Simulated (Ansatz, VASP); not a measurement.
Be in VASP and in Ansatz

Contents of INCAR:

```
SYSTEM = Be
PREC     = Accurate       ! precision mode
ENCUT    = 520            ! plane-wave cutoff, eV
EDIFF    = 1E-7           ! SCF threshold, eV
ISMEAR   = 0              ! smearing method
SIGMA    = 0.15           ! smearing width, eV
LREAL    = .False.        ! projectors in reciprocal space
LASPH    = .True.         ! aspherical terms in the spheres
NELM     = 80             ! most SCF steps
ALGO     = Fast           ! electronic algorithm
ISIF     = 2              ! what is computed and relaxed
LWAVE    = .False.        ! write WAVECAR
LCHARG   = .True.         ! write CHGCAR
GGA      = PE             ! functional
LELF     = .True.         ! ELF
LVHAR    = .True.       
NBANDS   = 9              ! bands
```

KPOINTS

```
regular mesh
0
Gamma
  24 24 14
  0 0 0
```

POSCAR

```
Be
1.0
    2.2995019849      0.0000000000      0.0000000000
   -1.1497509925      1.9914271350      0.0000000000
    0.0000000000      0.0000000000      3.6009000000
Be
2
Direct
    0.1826876006      0.3653752011      0.1666874948
    0.6666666667      0.3333333333      0.7500000000
```

Input for Ansatz:

```yaml
crystal:
  lattice:
    - [2.2995019849, 0.0, 0.0]
    - [-1.1497509925, 1.991427135, 0.0]
    - [0.0, 0.0, 3.6009]
  atoms:
    - { symbol: Be, position: [0.1826876006, 0.3653752011, 0.1666874948] }
    - { symbol: Be, position: [0.6666666667, 0.3333333333, 0.75] }
basis:
  ecutwfc: 420
kpoints:
  mp_grid: { grid: [24, 24, 14] }
hamiltonian:
  xc: pbe
scf:
  occupations: { method: gaussian, width: 0.15 }
output:
  forces: true
  stress: true
  eigenvalues: true
```

Alike in both runs: task single point; functional PBE; k mesh 24 × 24 × 14; occupations gaussian, width 0.15 eV; no spin polarisation.

|  | VASP | Ansatz |
| --- | --- | --- |
| version | VASP 6.6.1 | Ansatz 0.2.0 |
| potentials or method | VASP PAW PBE potentials, release 64 (Be), cutoff 520 eV | scalar-relativistic, plane waves, PAW |
| valence electrons in the cell | 4 | 4 |

VASP gave:

```
gap on the k mesh at the Fermi level (eV)                     : none
pressure (GPa)                                                : 6.7
traceless stress, the component that is largest in VASP (GPa) : -20.31
rms of the force components (eV/Å)                            : 1.693
```

Q: Estimate Ansatz's values.

A: gap on the k mesh at the Fermi level (eV): none; pressure (GPa): 6.5; traceless stress, the component that is largest in VASP (GPa): -20.20; rms of the force components (eV/Å): 1.680.

Atom by atom the forces differ by 0.013 eV/Å (rms over components). A gap of «none» marks a metal or a gap that the smearing closes.
